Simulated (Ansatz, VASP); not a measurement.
**BaS in VASP and in Ansatz**

```
CELL_PARAMETERS angstrom
3.83376 0.00000 0.00000
0.00000 3.83376 0.00000
0.00000 0.00000 3.83376
ATOMIC_POSITIONS crystal
Ba 0.00000 0.00000 0.00000
S 0.50000 0.50000 0.50000
```

Alike in both runs: task single point; functional HSE06; k mesh 4 × 4 × 4; no spin polarisation.

```csv
,VASP,Ansatz
version,VASP 6.6.1,Ansatz 0.2.0
potentials or method,"VASP PAW PBE potentials, release 64 (Ba_sv, S)","plane waves, PAW"
plane-wave cutoff (eV),520,420
occupations,"gaussian, width 0.01 eV",fixed
valence electrons in the cell,16,16
```

Ansatz gave:

```
gap on the k mesh at the Fermi level (eV) : 2.45
pressure (GPa)                            : -0.4
```

Task: Which values does VASP return?

Result: gap on the k mesh at the Fermi level (eV): 2.34; pressure (GPa): 0.5.

Ansatz's warnings: stress exchange threshold loose, stress scf threshold loose.

Spin-orbit coupling is off throughout.
